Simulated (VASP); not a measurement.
# Ge5H2 in VASP: notebook

The runs below take Ge5H2 through single point, with LDA.

Program: VASP 6.6.1. These are calculated values, not measurements. Logs are shortened: lines on timing, memory, paths and dates and some standing lists are left out, and cuts for length are marked.

**1. The cell of the first run**

The cell holds a slab with vacuum, 28 atoms: a = 7.950 Å, b = 7.950 Å, c = 19.378 Å, α = 90.00°, β = 90.00°, γ = 90.00°.

**2. Single point, LDA**

The input, INCAR:

```
SYSTEM = Ge5H2
PREC = Accurate
ENCUT = 520
EDIFF = 1E-7
ISMEAR = 0
SIGMA = 0.05
LREAL = Auto
LASPH = .TRUE.
NELM = 100
ALGO = Fast
ISIF = 2
LWAVE = .FALSE.
LCHARG = .TRUE.
LDIPOL = .TRUE.
IDIPOL = 3
DIPOL = 0.5 0.5 0.342
LELF = .TRUE.
LVHAR = .TRUE.
LVACPOTAV = .TRUE.
NBANDS = 164
```

The input, KPOINTS:

```
Automatic mesh
0
G
  3 3 1
  0 0 0
```

The input, POSCAR:

```
Ge5H2
1.0
    7.9504584305      0.0000000000      0.0000000000
    0.0000000000      7.9504584305      0.0000000000
    0.0000000000      0.0000000000     19.3782629924
Ge H
20 8
Direct
    0.5000000000      0.5000000000      0.2531929680
    0.5000000000      0.0000000000      0.2531929680
    0.0000000000      0.5000000000      0.2531929680
    0.0000000000      0.0000000000      0.2531929680
    0.7500000000      0.5000000000      0.3257204060
    0.7500000000      0.0000000000      0.3257204060
    0.2500000000      0.5000000000      0.3257204060
    0.2500000000      0.0000000000      0.3257204060
    0.7495703143      0.7495353581      0.4009334292
    0.7495703143      0.2504646419      0.4009334292
    0.2504692682      0.7511977187      0.3972376353
    0.2504692682      0.2488022813      0.3972376353
    0.0026155322      0.7308174693      0.4737704239
    0.0026155322      0.2691825307      0.4737704239
    0.4982659718      0.7238153024      0.4738887475
    0.4982659718      0.2761846976      0.4738887475
    0.0969044230      0.0000000000      0.5179750986
    0.0872034946      0.5000000000      0.5518790661
    0.4000040036      0.0000000000      0.5069860953
    0.4263147475      0.5000000000      0.5590416697
    0.5090621173      0.6542935074      0.2055986752
    0.5090621173      0.3457064926      0.2055986752
    0.5090621173      0.1542935074      0.2055986752
    0.5090621173     -0.1542935074      0.2055986752
   -0.0090621173      0.3457064926      0.2055986752
   -0.0090621173      0.6542935074      0.2055986752
   -0.0090621173     -0.1542935074      0.2055986752
   -0.0090621173      0.1542935074      0.2055986752
```

Potentials or basis: VASP PAW LDA potentials, release 64 (Ge_d, H).

Command:

```sh
$ cat potpaw_LDA.64/Ge_d/POTCAR potpaw_LDA.64/H/POTCAR > POTCAR
$ mpirun -np 1 vasp_std > vasp.out
```

OUTCAR:

```text
SYSTEM = Ge5H2
   PREC = Accurate
   ENCUT = 520
   EDIFF = 1E-7
   ISMEAR = 0
   LREAL = Auto
   LASPH = .TRUE.
   NELM = 100
   ISIF = 2

 ion  position               nearest neighbor table
   1  0.500  0.500  0.253-  21 1.54  22 1.54   5 2.43   7 2.43
   2  0.500  0.000  0.253-  23 1.54  24 1.54   6 2.43   8 2.43
   3  0.000  0.500  0.253-  25 1.54  26 1.54   5 2.43   7 2.43
   4  0.000  0.000  0.253-  27 1.54  28 1.54   6 2.43   8 2.43
   5  0.750  0.500  0.326-   1 2.43   3 2.43   9 2.46  10 2.46
   6  0.750  0.000  0.326-   2 2.43   4 2.43   9 2.47  10 2.47
[... 8 lines left out ...]
  15  0.498  0.724  0.474-  19 2.42   9 2.46  11 2.48  20 2.49
  16  0.498  0.276  0.474-  19 2.42  10 2.46  12 2.48  20 2.49
  17  0.097  0.000  0.518-  19 2.42  14 2.42  13 2.42
  18  0.087  0.500  0.552-  13 2.47  14 2.47  20 2.70
  19  0.400  0.000  0.507-  15 2.42  16 2.42  17 2.42
  20  0.426  0.500  0.559-  15 2.49  16 2.49  18 2.70
  21  0.509  0.654  0.206-   1 1.54
  22  0.509  0.346  0.206-   1 1.54
  23  0.509  0.154  0.206-   2 1.54
  24  0.509  0.846  0.206-   2 1.54
  25  0.991  0.346  0.206-   3 1.54
  26  0.991  0.654  0.206-   3 1.54
  27  0.991  0.846  0.206-   4 1.54
  28  0.991  0.154  0.206-   4 1.54

  LATTYP: Found a simple tetragonal cell.
 ALAT       =     7.9504584305
 C/A-ratio  =     2.4373768081

  Lattice vectors:

 A1 = (   7.9504584305,   0.0000000000,   0.0000000000)
 A2 = (   0.0000000000,   7.9504584305,   0.0000000000)
 A3 = (   0.0000000000,   0.0000000000,  19.3782629924)

Analysis of symmetry for initial positions (statically):
=====================================================================
 Subroutine PRICEL returns:
 Original cell was already a primitive cell.

 Routine SETGRP: Setting up the symmetry group for a
 simple tetragonal supercell.

 Subroutine GETGRP returns: Found  2 space group operations
 (whereof  2 operations were pure point group operations)
 out of a pool of 16 trial point group operations.

The static configuration has the point symmetry C_1h.

Analysis of symmetry for dynamics (positions and initial velocities):
=====================================================================
 Subroutine PRICEL returns:
 Original cell was already a primitive cell.

 Routine SETGRP: Setting up the symmetry group for a
 simple tetragonal supercell.

 Subroutine GETGRP returns: Found  2 space group operations
 (whereof  2 operations were pure point group operations)
 out of a pool of 16 trial point group operations.

The dynamic configuration has the point symmetry C_1h.

 Subroutine INISYM returns: Found  2 space group operations
 (whereof  2 operations are pure point group operations),
 and found     1 'primitive' translations

----------------------------------------------------------------------------------------

                                     Primitive cell

  volume of cell :    1224.8959

  direct lattice vectors                    reciprocal lattice vectors
     7.950458431  0.000000000  0.000000000     0.125778911  0.000000000  0.000000000
     0.000000000  7.950458431  0.000000000     0.000000000  0.125778911  0.000000000
     0.000000000  0.000000000 19.378262992     0.000000000  0.000000000  0.051604212

  length of vectors
     7.950458431  7.950458431 19.378262992     0.125778911  0.125778911  0.051604212

  position of ions in fractional coordinates (direct lattice)
     0.500000000  0.500000000  0.253192968
     0.500000000  0.000000000  0.253192968
     0.000000000  0.500000000  0.253192968
     0.000000000  0.000000000  0.253192968
     0.750000000  0.500000000  0.325720406
     0.750000000  0.000000000  0.325720406
[... 20 lines left out ...]
     0.990937883  0.845706493  0.205598675
     0.990937883  0.154293507  0.205598675

  ion indices of the primitive-cell ions
   primitive index   ion index
                 1           1
                 2           2
                 3           3
                 4           4
                 5           5
                 6           6
[... 20 lines left out ...]
                27          27
                28          28

----------------------------------------------------------------------------------------

 KPOINTS: Automatic mesh

Automatic generation of k-mesh.
 Grid dimensions read from file:
 generate k-points for:    3    3    1

 Generating k-lattice:

  Cartesian coordinates                     Fractional coordinates (reciprocal lattice)
     0.041926304  0.000000000  0.000000000     0.333333333  0.000000000  0.000000000
     0.000000000  0.041926304  0.000000000     0.000000000  0.333333333  0.000000000
     0.000000000  0.000000000  0.051604212     0.000000000  0.000000000  1.000000000

  Length of vectors
     0.041926304  0.041926304  0.051604212

  Shift w.r.t. Gamma in fractional coordinates (k-lattice)
     0.000000000  0.000000000  0.000000000

 Subroutine IBZKPT returns following result:
 ===========================================

 Found      4 irreducible k-points:

 Following reciprocal coordinates:
            Coordinates               Weight
  0.000000  0.000000  0.000000      1.000000
  0.333333  0.000000  0.000000      2.000000
  0.000000  0.333333  0.000000      2.000000
  0.333333  0.333333  0.000000      4.000000
   k-points           NKPTS =      4   k-points in BZ     NKDIM =      4   number of bands    NBANDS=    164
   number of dos      NEDOS =    301   number of ions     NIONS =     28
   total plane-waves  NPLWV = 518400
   dimension x,y,z NGX =    60 NGY =   60 NGZ =  144
   dimension x,y,z NGXF=   120 NGYF=  120 NGZF=  288
   ions per type =              20   8
   NGX,Y,Z   is equivalent  to a cutoff of  12.55, 12.55, 12.35 a.u.
   NGXF,Y,Z  is equivalent  to a cutoff of  25.09, 25.09, 24.71 a.u.
 SYSTEM =  Ge5H2
   PREC   = accura    normal or accurate (medium, high low for compatibility)
   ISTART =      0    job   : 0-new  1-cont  2-samecut
   ICHARG =      2    charge: 1-file 2-atom 10-const
   ISPIN  =      1    spin polarized calculation?
   LNONCOLLINEAR =      F non collinear calculations
   LSORBIT =      F    spin-orbit coupling
   LASPH  =      T    aspherical Exc in radial PAW
   ENCUT  =  520.0 eV  38.22 Ry    6.18 a.u.  14.78 14.78 36.03*2*pi/ulx,y,z
   NELM   =    100;   NELMIN=  2; NELMDL= -5     # of ELM steps
   EDIFF  = 0.1E-06   stopping-criterion for ELM
   LREAL  =      T    real-space projection
   EDIFFG = 0.1E-05   stopping-criterion for IOM
   NSW    =      0    number of steps for IOM
   IBRION =     -1    ionic relax: 0-MD 1-quasi-New 2-CG
   NFREE  =      0    steps in history (QN), initial steepest desc. (CG)
   ISIF   =      2    stress and relaxation
   ISYM   =      2    0-nonsym 1-usesym 2-fastsym
   POTIM  = 0.5000    time-step for ionic-motion
   TEBEG  =    0.0;   TEEND  =   0.0 temperature during run
   PSTRESS=    0.0 pullay stress
   NELECT =     288.0000    total number of electrons
   NUPDOWN=      -1.0000    fix difference up-down
   EMIN   =  10.00;   EMAX   =-10.00  energy-range for DOS
   EFERMI =   0.00;   METHOD = LEGACY
   ISMEAR =     0;   SIGMA  =   0.05  broadening in eV -4-tet -1-fermi 0-gaus
   EFERMI_NEDOS =   21; number of points for ismear=-14 and -15
   IALGO  =     68    algorithm
   IMIX   =      4    mixing-type and parameters
     AMIX     =   0.40;   BMIX     =  1.00
     AMIX_MAG =   1.60;   BMIX_MAG =  1.00
  volume/ion in A,a.u.               =      43.75       295.21
  Fermi-wavevector in a.u.,A,eV,Ry     =   1.010429  1.909435 13.891104  1.020967
  Thomas-Fermi vector in A             =   2.143418
   LORBIT       =      0    0 simple, 1 ext, 2 COOP (PROOUT), +10 PAW based schemes
   GGA     = CA    functional components
   LHFCALC =     F    Hartree Fock is set to
   AEXX    =    0.0000 exact exchange contribution
   IVDW    =     0    specifies the selected vdW correction
   LEPSILON=     F    determine dielectric tensor
   LRPA    =     F    only Hartree local field effects (RPA)
 non-spin polarized calculation
 RMM-DIIS sequential band-by-band and
 Gauss-broadening in eV      SIGMA  =   0.05
  energy-cutoff  :      520.00
  volume of cell :     1224.90
 maximum number of plane-waves:     33008
 NGX is ok and might be reduce to    60
   NGX = 29   NGY = 29   NGZ = 73

 dipolmoment           0.000000      0.000000     -0.006192 electrons x Angstroem

 number of electron     287.9999969 magnetization

 dipolmoment           0.000000      0.000000      0.055301 electrons x Angstroem

 Free energy of the ion-electron system (eV)
  ---------------------------------------------------
  ext. energy  EPLUGINS =         0.00000000
  ---------------------------------------------------
  free energy    TOTEN  =      -124.08875723 eV

  energy without entropy =     -124.07524177  energy(sigma->0) =     -124.08199950

 E-fermi :  -1.4154     XC(G=0):  -4.7826

 val. band max:       -1.4494553090   @ k =   0.3333   0.0000   0.0000
 cond. band min:      -1.3436335827   @ k =   0.3333   0.0000   0.0000
 fundamental gap:      0.1058217263
 Fermi energy:        -1.4153707622

 k-point     1 :       0.0000    0.0000    0.0000
  band No.  band energies     occupation
      1     -25.9728      2.00000
      2     -25.9321      2.00000
      3     -25.9315      2.00000
      4     -25.9071      2.00000
      5     -25.8727      2.00000
      6     -25.8661      2.00000
[... 148 lines left out ...]
    155       0.9331      0.00000
    156       1.2418      0.00000

 k-point     2 :       0.3333    0.0000    0.0000
  band No.  band energies     occupation
      1     -25.9728      2.00000
      2     -25.9321      2.00000
      3     -25.9315      2.00000
      4     -25.9071      2.00000
      5     -25.8731      2.00000
      6     -25.8673      2.00000
[... 148 lines left out ...]
    155       1.4226      0.00000
    156       1.5578      0.00000

 k-point     3 :       0.0000    0.3333    0.0000
  band No.  band energies     occupation
      1     -25.9727      2.00000
      2     -25.9323      2.00000
      3     -25.9316      2.00000
      4     -25.9075      2.00000
      5     -25.8753      2.00000
      6     -25.8705      2.00000
[... 148 lines left out ...]
    155       1.6186      0.00000
    156       1.6306      0.00000

 k-point     4 :       0.3333    0.3333    0.0000
  band No.  band energies     occupation
      1     -25.9727      2.00000
      2     -25.9323      2.00000
      3     -25.9317      2.00000
      4     -25.9075      2.00000
      5     -25.8759      2.00000
      6     -25.8713      2.00000
[... 148 lines left out ...]
    155       1.8551      0.00000
    156       1.8776      0.00000
 [bands above 156 left out]

------------------------ aborting loop because EDIFF is reached ----------------------------------------

  FORCE on cell =-STRESS in cart. coord.  units (eV):
  Direction    XX          YY          ZZ          XY          YZ          ZX
  --------------------------------------------------------------------------------------
  -------------------------------------------------------------------------------------
  Total       -4.7915211      6.5531498     -2.9555435      0.0000000      0.0000000      0.0085742
  in kB       -6.2673622      8.5715919     -3.8658834      0.0000000      0.0000000      0.0112152
  external PRESSURE =      -0.5205512 kB  Pullay stress =       0.0000000 kB

 VOLUME and BASIS-vectors are now :
 -----------------------------------------------------------------------------
  energy-cutoff  :      520.00
  volume of cell :     1224.90
      direct lattice vectors                 reciprocal lattice vectors
     7.950458431  0.000000000  0.000000000     0.125778911  0.000000000  0.000000000
     0.000000000  7.950458431  0.000000000     0.000000000  0.125778911  0.000000000
     0.000000000  0.000000000 19.378262992     0.000000000  0.000000000  0.051604212

 POSITION                                       TOTAL-FORCE (eV/Angst)
 -----------------------------------------------------------------------------------
      3.97523      3.97523      4.90644         0.081986      0.000000      0.315386
      3.97523      0.00000      4.90644         0.064023      0.000000      0.292819
      0.00000      3.97523      4.90644        -0.093128      0.000000      0.295152
      0.00000      0.00000      4.90644        -0.050993      0.000000      0.278586
      5.96284      3.97523      6.31190         0.052268      0.000000      0.138380
      5.96284      0.00000      6.31190         0.001954      0.000000      0.232257
[... 20 lines left out ...]
      7.87841      6.72375      3.98415         0.023335     -0.007873      0.005123
      7.87841      1.22670      3.98415         0.023335      0.007873      0.005123
 -----------------------------------------------------------------------------------
    total drift:                                0.001688      0.000000     -0.005434

  FREE ENERGIE OF THE ION-ELECTRON SYSTEM (eV)
  ---------------------------------------------------
  free  energy   TOTEN  =      -124.0887572322 eV

  energy  without entropy=     -124.0752417676  energy(sigma->0) =     -124.08199950

 vacuum level on the upper side and lower side of the slab         3.536         3.378
```

Run time: 55 min. Hardware: 1 thread of Oxide Virtual Turin-like, shared host; peak memory 0.98 GiB.

What came out:

- Free energy: -124.0888 eV
- Largest force: 0.640 eV/Å
- Band gap on the k mesh: zero (bands 144 and 145 overlap by 0.01 eV)

Forces on the atoms (eV/Å):
```
Ge   0.082  0.000  0.315
Ge   0.064  0.000  0.293
Ge  -0.093  0.000  0.295
Ge  -0.051  0.000  0.279
Ge   0.052  0.000  0.138
Ge   0.002  0.000  0.232
Ge  -0.017  0.000 -0.594
Ge  -0.038  0.000 -0.639
Ge   0.012  0.014 -0.009
Ge   0.012 -0.014 -0.009
Ge   0.002  0.011  0.012
Ge   0.002 -0.011  0.012
Ge  -0.005 -0.004 -0.015
Ge  -0.005  0.004 -0.015
Ge   0.001 -0.006  0.011
Ge   0.001  0.006  0.011
Ge  -0.012  0.000 -0.216
Ge   0.004  0.000 -0.069
Ge   0.011  0.000  0.016
Ge  -0.010  0.000 -0.009
H   -0.048  0.012 -0.012
H   -0.048 -0.012 -0.012
H   -0.032  0.008  0.000
H   -0.032 -0.008  0.000
H    0.049 -0.009 -0.014
H    0.049  0.009 -0.014
H    0.023 -0.008  0.005
H    0.023  0.008  0.005
```

**3. Single point, LDA**

The input, INCAR:

```
PREC = Accurate ; ENCUT = 520
EDIFF = 1E-7 ; ISMEAR = 0
SIGMA = 0.05 ; LREAL = Auto
LASPH = True ; NELM = 80
ALGO = Fast ; ISIF = 2
LWAVE = False ; LCHARG = False
LDIPOL = True ; IDIPOL = 3
DIPOL = 0.5 0.5 0.342 ; GGA = CA
NBANDS = 164
```

The input, KPOINTS:

```
regular mesh
0
Gamma
  3 3 1
```

The input, POSCAR:

```
Ge5H2
1.0
    7.9504584305      0.0000000000      0.0000000000
    0.0000000000      7.9504584305      0.0000000000
    0.0000000000      0.0000000000     19.3782629924
Ge H
20 8
Direct
    0.5000000000      0.5000000000      0.2531929680
    0.5000000000      0.0000000000      0.2531929680
    0.0000000000      0.5000000000      0.2531929680
    0.0000000000      0.0000000000      0.2531929680
    0.7500000000      0.5000000000      0.3257204060
    0.7500000000      0.0000000000      0.3257204060
    0.2500000000      0.5000000000      0.3257204060
    0.2500000000      0.0000000000      0.3257204060
    0.7483562358      0.7490194050      0.3999775671
    0.7483562358      0.2509805950      0.3999775671
    0.2506312790      0.7508453683      0.3966307087
    0.2506312790      0.2491546317      0.3966307087
    0.0007872949      0.7266663829      0.4725232831
    0.0007872949      0.2733336171      0.4725232831
    0.4976208542      0.7246573071      0.4732682544
    0.4976208542      0.2753426929      0.4732682544
    0.0988532927      0.0000000000      0.5062609423
    0.0900151886      0.5000000000      0.5518790661
    0.4034918424      0.0000000000      0.5080928848
    0.4276491585      0.5000000000      0.5578743165
    0.5090621173      0.6542935074      0.2055986752
    0.5090621173      0.3457064926      0.2055986752
    0.5090621173      0.1542935074      0.2055986752
    0.5090621173     -0.1542935074      0.2055986752
   -0.0090621173      0.3457064926      0.2055986752
   -0.0090621173      0.6542935074      0.2055986752
   -0.0090621173     -0.1542935074      0.2055986752
   -0.0090621173      0.1542935074      0.2055986752
```

Potentials or basis: VASP PAW LDA potentials, release 64 (Ge_d, H).

Command:

```sh
$ cat potpaw_LDA.64/Ge_d/POTCAR potpaw_LDA.64/H/POTCAR > POTCAR
$ mpirun -np 1 vasp_std > vasp.out
```

It took 56 min on 1 thread of Oxide Virtual Turin-like, shared host; peak memory 0.99 GiB.

It converged, with:

```
Free energy            : -124.1053 eV
Largest force          : 0.741 eV/Å
Band gap on the k mesh : zero (bands 144 and 145 overlap by 0.03 eV)
```

Forces on the atoms (eV/Å):
```
Ge   0.112  0.000  0.282
Ge   0.049  0.000  0.255
Ge  -0.108  0.000  0.278
Ge  -0.053  0.000  0.267
Ge  -0.006  0.000  0.033
Ge   0.004  0.000  0.185
Ge  -0.008  0.000 -0.685
Ge   0.008  0.000 -0.741
Ge   0.009  0.014  0.002
Ge   0.009 -0.014  0.002
Ge   0.001  0.012  0.007
Ge   0.001 -0.012  0.007
Ge  -0.008  0.003 -0.020
Ge  -0.008 -0.003 -0.020
Ge   0.014 -0.013  0.005
Ge   0.014  0.013  0.005
Ge   0.001  0.000  0.110
Ge  -0.013  0.000  0.008
Ge  -0.006  0.000  0.034
Ge  -0.009  0.000 -0.007
H   -0.058  0.005 -0.007
H   -0.058 -0.005 -0.007
H   -0.021  0.001  0.003
H   -0.021 -0.001  0.003
H    0.053 -0.005 -0.009
H    0.053  0.005 -0.009
H    0.025 -0.004  0.010
H    0.025  0.004  0.010
```

Levels at points of the mesh, in eV from the Fermi level:
```csv
k point,band 140,band 141,band 142,band 143,band 144,band 145,band 146,band 147,band 148,band 149
"(0.00, 0.00, 0.00)",-0.74,-0.56,-0.34,-0.32,-0.19,-0.05,0.89,1.02,1.32,1.63
```

The gap in the log of VASP goes by the Fermi energy; the results here count the filled bands.